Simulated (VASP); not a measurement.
Runs of VASP 6.6.1 on SbTeS. The structure is that of space group P4/mmm (No. 123), or close to it. The cells are those of the table. 

| task | cell | k mesh | cutoff (eV) | gap on the mesh (eV) | pressure (GPa) | relaxed volume (Å³/atom) |
| --- | --- | --- | --- | --- | --- | --- |
| single point | a = 3.812, b = 3.812, c = 6.184 Å, 3 atoms | 4 × 4 × 4 | 520 | none | (b) | - |
| single point | a = 3.799, b = 3.799, c = 6.202 Å, 3 atoms | 12 × 12 × 8 | 520 | none | -0.1 | - |
| relaxation of cell and atoms | relaxed from a = 4.212, b = 4.212, c = 4.442 Å, 3 atoms | 4 × 4 × 4 | 600 | none | 0.1 | (a) |
| relaxation of cell and atoms | relaxed from a = 3.812, b = 3.812, c = 6.184 Å, 3 atoms | 12 × 12 × 8 | 600 | none | 0.0 | 29.77 |
| single point | a = 4.212, b = 4.212, c = 4.442 Å, 3 atoms | 4 × 4 × 4 | 520 | none | 39.4 | - |

Alike in all rows: level PBE; potentials or basis VASP PAW PBE potentials, release 64 (Sb, Te, S); no spin polarisation; smearing gaussian 0.1 eV.

Q: Fill in the values left out.

A: (a) 29.81; (b) -0.2.

Caveats: some runs use coarse meshes; spin-orbit coupling is left out, which moves the levels of the heavy elements.

A k mesh can miss the band edges, and the runs leave out spin-orbit coupling on Sb, Te.

A gap of «none» marks levels without a gap at the run's occupations.
